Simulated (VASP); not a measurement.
# SiC (F-43m) in VASP: notebook

Runs on SiC. Level: PBEsol. Tasks: single point.

All numbers are computed with VASP 6.6.1; they aren't measurements. Logs are shortened: lines on timing, memory, paths and dates and some standing lists are left out, and cuts for length are marked.

**The experiment to reproduce.**

From “Insight into the structural, elastic and electronic properties of a new orthorhombic 6O-SiC polytype”, 2020, pmc:7200658, for a bulk crystal of SiC: band gap 2.4 eV (indirect).

How close the calculation comes is told below.

**1. The cell of the first run**

Symmetry: F-43m, No. 216, cubic system. The conventional cell has a = 4.357 Å, b = 4.357 Å, c = 4.357 Å, α = 90.00°, β = 90.00°, γ = 90.00°. Si (site symmetry -43m) has 4 C at 1.89 Å within 2.5 Å. Within 2.5 Å of C (site symmetry -43m) lie 4 Si at 1.89 Å.

**2. Single point, PBEsol**

File INCAR:

```
  PREC = Accurate
  ENCUT = 520
  EDIFF = 1E-6
  ISMEAR = 0
  SIGMA = 0.05
  LREAL = False
  LASPH = True
  NELM = 60
  ALGO = Normal
  ISIF = 2
  LWAVE = False
  LCHARG = False
  GGA = PS
  NBANDS = 11
```

File KPOINTS:

```
Automatic mesh
0
Gamma
  10 10 10
```

File POSCAR:

```
SiC
1.0
    0.0000000000      2.1783895848      2.1783895848
    2.1783895848      0.0000000000      2.1783895848
    2.1783895848      2.1783895848      0.0000000000
Si C
1 1
Direct
    0.0000000000      0.0000000000      0.0000000000
    0.7500000000      0.7500000000      0.7500000000
```

Potentials or basis: VASP PAW PBE potentials, release 64 (Si, C).

On the command line:

```bash
$ cat potpaw_PBE.64/Si/POTCAR potpaw_PBE.64/C/POTCAR > POTCAR
$ mpirun -np 1 vasp_std > vasp.out
```

OUTCAR:

```text
PREC = Accurate
   ENCUT = 520
   EDIFF = 1E-6
   ISMEAR = 0
   LREAL = False
   LASPH = True
   NELM = 60
   ISIF = 2
   GGA = PS

 ion  position               nearest neighbor table
   1  0.000  0.000  0.000-   2 1.89   2 1.89   2 1.89   2 1.89
   2  0.750  0.750  0.750-   1 1.89   1 1.89   1 1.89   1 1.89

  LATTYP: Found a face centered cubic cell.
 ALAT       =     4.3567791696

  Lattice vectors:

 A1 = (   0.0000000000,   2.1783895848,   2.1783895848)
 A2 = (   2.1783895848,   0.0000000000,   2.1783895848)
 A3 = (   2.1783895848,   2.1783895848,   0.0000000000)

Analysis of symmetry for initial positions (statically):
=====================================================================
 Subroutine PRICEL returns:
 Original cell was already a primitive cell.

 Routine SETGRP: Setting up the symmetry group for a
 face centered cubic supercell.

 Subroutine GETGRP returns: Found 24 space group operations
 (whereof 24 operations were pure point group operations)
 out of a pool of 48 trial point group operations.

The static configuration has the point symmetry T_d .

Analysis of symmetry for dynamics (positions and initial velocities):
=====================================================================
 Subroutine PRICEL returns:
 Original cell was already a primitive cell.

 Routine SETGRP: Setting up the symmetry group for a
 face centered cubic supercell.

 Subroutine GETGRP returns: Found 24 space group operations
 (whereof 24 operations were pure point group operations)
 out of a pool of 48 trial point group operations.

The dynamic configuration has the point symmetry T_d .

 Subroutine INISYM returns: Found 24 space group operations
 (whereof 24 operations are pure point group operations),
 and found     1 'primitive' translations

----------------------------------------------------------------------------------------

                                     Primitive cell

  volume of cell :      20.6746

  direct lattice vectors                    reciprocal lattice vectors
     0.000000000  2.178389585  2.178389585    -0.229527355  0.229527355  0.229527355
     2.178389585  0.000000000  2.178389585     0.229527355 -0.229527355  0.229527355
     2.178389585  2.178389585  0.000000000     0.229527355  0.229527355 -0.229527355

  length of vectors
     3.080708095  3.080708095  3.080708095     0.397553041  0.397553041  0.397553041

  position of ions in fractional coordinates (direct lattice)
     0.000000000  0.000000000  0.000000000
     0.750000000  0.750000000  0.750000000

  ion indices of the primitive-cell ions
   primitive index   ion index
                 1           1
                 2           2

----------------------------------------------------------------------------------------

 KPOINTS: Automatic mesh

Automatic generation of k-mesh.
 Grid dimensions read from file:
 generate k-points for:   10   10   10

 Generating k-lattice:

  Cartesian coordinates                     Fractional coordinates (reciprocal lattice)
    -0.022952736  0.022952736  0.022952736     0.100000000  0.000000000  0.000000000
     0.022952736 -0.022952736  0.022952736     0.000000000  0.100000000  0.000000000
     0.022952736  0.022952736 -0.022952736     0.000000000  0.000000000  0.100000000

  Length of vectors
     0.039755304  0.039755304  0.039755304

  Shift w.r.t. Gamma in fractional coordinates (k-lattice)
     0.000000000  0.000000000  0.000000000

 Subroutine IBZKPT returns following result:
 ===========================================

 Found     47 irreducible k-points:

 Following reciprocal coordinates:
            Coordinates               Weight
  0.000000  0.000000  0.000000      1.000000
  0.100000  0.000000  0.000000      8.000000
  0.200000  0.000000  0.000000      8.000000
  0.300000  0.000000  0.000000      8.000000
  0.400000  0.000000  0.000000      8.000000
  0.500000  0.000000  0.000000      4.000000
[... 16 lines left out ...]
  0.300000  0.300000  0.000000      6.000000
  0.400000  0.300000  0.000000     24.000000
 [... further k-points ...]
   k-points           NKPTS =     47   k-points in BZ     NKDIM =     47   number of bands    NBANDS=     11
   number of dos      NEDOS =    301   number of ions     NIONS =      2
   total plane-waves  NPLWV =  13824
   dimension x,y,z NGX =    24 NGY =   24 NGZ =   24
   dimension x,y,z NGXF=    48 NGYF=   48 NGZF=   48
   ions per type =               1   1
   NGX,Y,Z   is equivalent  to a cutoff of  12.95, 12.95, 12.95 a.u.
   NGXF,Y,Z  is equivalent  to a cutoff of  25.90, 25.90, 25.90 a.u.
 SYSTEM =  unknown system
   PREC   = accura    normal or accurate (medium, high low for compatibility)
   ISTART =      0    job   : 0-new  1-cont  2-samecut
   ICHARG =      2    charge: 1-file 2-atom 10-const
   ISPIN  =      1    spin polarized calculation?
   LNONCOLLINEAR =      F non collinear calculations
   LSORBIT =      F    spin-orbit coupling
   LASPH  =      T    aspherical Exc in radial PAW
   ENCUT  =  520.0 eV  38.22 Ry    6.18 a.u.   5.73  5.73  5.73*2*pi/ulx,y,z
   NELM   =     60;   NELMIN=  2; NELMDL= -5     # of ELM steps
   EDIFF  = 0.1E-05   stopping-criterion for ELM
   LREAL  =      F    real-space projection
   EDIFFG = 0.1E-04   stopping-criterion for IOM
   NSW    =      0    number of steps for IOM
   IBRION =     -1    ionic relax: 0-MD 1-quasi-New 2-CG
   NFREE  =      0    steps in history (QN), initial steepest desc. (CG)
   ISIF   =      2    stress and relaxation
   ISYM   =      2    0-nonsym 1-usesym 2-fastsym
   POTIM  = 0.5000    time-step for ionic-motion
   TEBEG  =    0.0;   TEEND  =   0.0 temperature during run
   PSTRESS=    0.0 pullay stress
   NELECT =       8.0000    total number of electrons
   NUPDOWN=      -1.0000    fix difference up-down
   EMIN   =  10.00;   EMAX   =-10.00  energy-range for DOS
   EFERMI =   0.00;   METHOD = LEGACY
   ISMEAR =     0;   SIGMA  =   0.05  broadening in eV -4-tet -1-fermi 0-gaus
   EFERMI_NEDOS =   21; number of points for ismear=-14 and -15
   IALGO  =     38    algorithm
   IMIX   =      4    mixing-type and parameters
     AMIX     =   0.40;   BMIX     =  1.00
     AMIX_MAG =   1.60;   BMIX_MAG =  1.00
  volume/ion in A,a.u.               =      10.34        69.76
  Fermi-wavevector in a.u.,A,eV,Ry     =   1.192960  2.254368 19.363185  1.423154
  Thomas-Fermi vector in A             =   2.328986
   LORBIT       =      0    0 simple, 1 ext, 2 COOP (PROOUT), +10 PAW based schemes
   GGA     = PS    functional components
   LHFCALC =     F    Hartree Fock is set to
   AEXX    =    0.0000 exact exchange contribution
   IVDW    =     0    specifies the selected vdW correction
   LEPSILON=     F    determine dielectric tensor
   LRPA    =     F    only Hartree local field effects (RPA)
 non-spin polarized calculation
 Gauss-broadening in eV      SIGMA  =   0.05
  energy-cutoff  :      520.00
  volume of cell :       20.67
 maximum number of plane-waves:       568
   NGX = 11   NGY = 11   NGZ = 11

 number of electron       8.0000001 magnetization

 Free energy of the ion-electron system (eV)
  ---------------------------------------------------
  ext. energy  EPLUGINS =         0.00000000
  ---------------------------------------------------
  free energy    TOTEN  =       -15.91494950 eV

  energy without entropy =      -15.91494950  energy(sigma->0) =      -15.91494950

 E-fermi :   8.3189     XC(G=0): -11.5085

 val. band max:        8.0660366055   @ k =   0.0000   0.0000   0.0000
 cond. band min:       9.2990280810   @ k =   0.5000   0.5000   0.0000
 fundamental gap:      1.2329914755
 Fermi energy:         8.3188585511

 k-point     1 :       0.0000    0.0000    0.0000
  band No.  band energies     occupation
      1      -7.3648      2.00000
      2       8.0660      2.00000
      3       8.0660      2.00000
      4       8.0660      2.00000
      5      14.2630      0.00000
      6      15.3143      0.00000
      7      15.3143      0.00000
      8      15.3143      0.00000
      9      22.5272      0.00000
     10      22.5272      0.00000
     11      24.3415      0.00000

 k-point     2 :       0.1000    0.0000    0.0000
  band No.  band energies     occupation
      1      -7.1685      2.00000
      2       7.0508      2.00000
      3       7.9312      2.00000
      4       7.9312      2.00000
      5      14.5131      0.00000
      6      15.5587      0.00000
      7      15.5587      0.00000
      8      15.5961      0.00000
      9      21.5506      0.00000
     10      21.5506      0.00000
     11      24.1419      0.00000

 k-point     3 :       0.2000    0.0000    0.0000
  band No.  band energies     occupation
      1      -6.5880      2.00000
      2       4.9196      2.00000
      3       7.6224      2.00000
      4       7.6224      2.00000
      5      14.2136      0.00000
      6      15.9155      0.00000
      7      15.9155      0.00000
      8      16.7921      0.00000
      9      20.8762      0.00000
     10      20.8762      0.00000
     11      23.2600      0.00000

 k-point     4 :       0.3000    0.0000    0.0000
  band No.  band energies     occupation
      1      -5.6578      2.00000
      2       2.5941      2.00000
      3       7.3052      2.00000
      4       7.3052      2.00000
      5      13.8051      0.00000
      6      15.7661      0.00000
      7      15.7661      0.00000
      8      17.7348      0.00000
      9      21.7033      0.00000
     10      21.7033      0.00000
     11      23.0084      0.00000
[... 239 lines left out ...]
 k-point    22 :      -0.2000    0.2000    0.0000
  band No.  band energies     occupation
      1      -5.3459      2.00000
      2       3.2492      2.00000
      3       4.8116      2.00000
      4       7.4165      2.00000
      5      14.5482      0.00000
      6      16.0040      0.00000
      7      16.3781      0.00000
      8      17.1560      0.00000
      9      19.5003      0.00000
     10      23.3707      0.00000
     11      27.1229      0.00000

 k-point    23 :       0.3000    0.3000    0.0000
  band No.  band energies     occupation
      1      -5.0793      2.00000
      2       3.7087      2.00000
      3       5.6821      2.00000
      4       5.6821      2.00000
      5      11.1236      0.00000
      6      13.5650      0.00000
      7      19.5445      0.00000
      8      19.5445      0.00000
      9      20.4052      0.00000
     10      25.1107      0.00000
     11      29.6550      0.00000

 k-point    24 :       0.4000    0.3000    0.0000
  band No.  band energies     occupation
      1      -4.2028      2.00000
      2       2.4789      2.00000
      3       4.8803      2.00000
      4       5.4184      2.00000
      5      10.8230      0.00000
      6      13.5811      0.00000
      7      19.6282      0.00000
      8      19.9368      0.00000
      9      21.7540      0.00000
     10      26.0875      0.00000
     11      29.2478      0.00000

 [... further k-points ...]

------------------------ aborting loop because EDIFF is reached ----------------------------------------

  FORCE on cell =-STRESS in cart. coord.  units (eV):
  Direction    XX          YY          ZZ          XY          YZ          ZX
  --------------------------------------------------------------------------------------
  -------------------------------------------------------------------------------------
  Total        0.0466668      0.0466668      0.0466668      0.0000000      0.0000000      0.0000000
  in kB        3.6164421      3.6164421      3.6164421      0.0000000      0.0000000      0.0000000
  external PRESSURE =       3.6164421 kB  Pullay stress =       0.0000000 kB

 VOLUME and BASIS-vectors are now :
 -----------------------------------------------------------------------------
  energy-cutoff  :      520.00
  volume of cell :       20.67
      direct lattice vectors                 reciprocal lattice vectors
     0.000000000  2.178389585  2.178389585    -0.229527355  0.229527355  0.229527355
     2.178389585  0.000000000  2.178389585     0.229527355 -0.229527355  0.229527355
     2.178389585  2.178389585  0.000000000     0.229527355  0.229527355 -0.229527355

 POSITION                                       TOTAL-FORCE (eV/Angst)
 -----------------------------------------------------------------------------------
      0.00000      0.00000      0.00000        -0.000000     -0.000000     -0.000000
      3.26758      3.26758      3.26758         0.000000      0.000000      0.000000
 -----------------------------------------------------------------------------------
    total drift:                               -0.000000     -0.000000     -0.000000

  FREE ENERGIE OF THE ION-ELECTRON SYSTEM (eV)
  ---------------------------------------------------
  free  energy   TOTEN  =       -15.9149494993 eV

  energy  without entropy=      -15.9149494993  energy(sigma->0) =      -15.91494950
```

Wall time 3.9 s (1 thread of Intel Xeon Platinum 8559C (Emerald Rapids), shared host); peak memory 0.13 GiB.

Results:

| Quantity | Value |
| --- | --- |
| Free energy | -15.9149 eV |
| Pressure | 0.4 GPa |
| Band gap on the k mesh | 1.23 eV, indirect (least direct gap 4.44 eV) |

Caveat: the PAW data sets were made with another functional, which shifts forces and pressure a little.

**3. Single point, PBEsol**

File INCAR:

```
SYSTEM = SiC
  ALGO = Normal
  EDIFF = 1E-6
  ENCUT = 520
  GGA = PS
  ISIF = 2
  ISMEAR = 0
  LASPH = .TRUE.
  LCHARG = .FALSE.
  LREAL = .FALSE.
  LWAVE = .FALSE.
  NBANDS = 11
  NELM = 80
  PREC = Accurate
  SIGMA = 0.02
```

File KPOINTS:

```
k-points
0
G
  12 12 12
  0 0 0
```

POSCAR is that of step 2.

Potentials or basis: VASP PAW PBE potentials, release 64 (Si, C).

On the command line:

```bash
$ cat potpaw_PBE.64/Si/POTCAR potpaw_PBE.64/C/POTCAR > POTCAR
$ mpirun -np 1 vasp_std > vasp.out
```

It took 5.3 s on 1 thread of Intel Xeon Platinum 8559C (Emerald Rapids), shared host; peak memory 0.14 GiB.

It converged, with:

```yaml
Free_energy: -15.9151 eV
Pressure: 0.4 GPa
Band_gap_on_the_k_mesh: 1.23 eV, indirect (least direct gap 4.44 eV)
```

Levels at points of the mesh, in eV from the valence-band top:
| k point | band 1 | band 2 | band 3 | band 4 | band 5 | band 6 | band 7 | band 8 | band 9 |
| --- | --- | --- | --- | --- | --- | --- | --- | --- | --- |
| (0.00, 0.00, 0.00) | -15.43 | 0.00 | 0.00 | 0.00 | 6.20 | 7.25 | 7.25 | 7.25 | 14.46 |
| (0.50, 0.00, 0.00) | -11.82 | -8.60 | -1.06 | -1.06 | 5.38 | 7.14 | 7.14 | 9.92 | 16.02 |
| (0.50, 0.50, 0.00) | -10.36 | -7.84 | -3.21 | -3.21 | 1.23 | 4.20 | 13.96 | 13.96 | 14.70 |

Caveat: the PAW data sets were made with another functional, which shifts forces and pressure a little.

**4. How close it comes**

Step 2. Against the measured gap of SiC, 2.4 eV (indirect; quoted in “Insight into the structural, elastic and electronic properties of a new orthorhombic 6O-SiC polytype”, 2020, pmc:7200658), the calculated 1.23 eV is off by -1.17 eV. The value is that of PBEsol on a finite k mesh, which can miss the band edges, without temperature or zero-point motion. Semilocal functionals fall short of measured gaps as a rule.

Step 3. Against the measured gap of SiC, 2.4 eV (indirect; quoted in “Insight into the structural, elastic and electronic properties of a new orthorhombic 6O-SiC polytype”, 2020, pmc:7200658), the calculated 1.23 eV is off by -1.17 eV. The value is that of PBEsol on a finite k mesh, which can miss the band edges, without temperature or zero-point motion. Semilocal functionals fall short of measured gaps as a rule.
